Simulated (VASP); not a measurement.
# Ir: single point with LDA

The system is Ir.

```
Ir
1.0
     0.00000    1.90609    1.90609
     1.90609    0.00000    1.90609
     1.90609    1.90609    0.00000
Ir
1
Direct
  0.00000 0.00000 0.00000
```

```json
{
 "Program": "VASP 6.6.1",
 "Task": "single point",
 "Functional": "LDA",
 "Potentials or basis": "VASP PAW LDA potentials, release 64 (Ir)",
 "Cutoff": "520 eV",
 "k mesh": "5 × 5 × 5",
 "Occupations": "fermi-dirac, width 0.1 eV",
 "Spin": "no spin polarisation",
 "Dipole correction": "no",
 "Further INCAR settings": "ALGO = Normal; EDIFF = 1e-07; NBANDS = 10"
}
```

The pressure is 7.4 GPa.

Levels at points of the mesh, in eV from the Fermi level:
```
           k point  band 1  band 2  band 3  band 4  band 5  band 6  band 7  band 8  band 9
(0.00, 0.00, 0.00)  -11.72   -4.43   -4.43   -4.43   -1.60   -1.60   13.90   19.59   19.59
```

Run time: 2.4 s on 1 thread of Intel Xeon 6975P-C (shared host), peak memory 0.12 GiB.

Caveat: the k points lie up to 0.57 Å⁻¹ apart; spin-orbit coupling is left out, which moves the levels of the heavy elements.
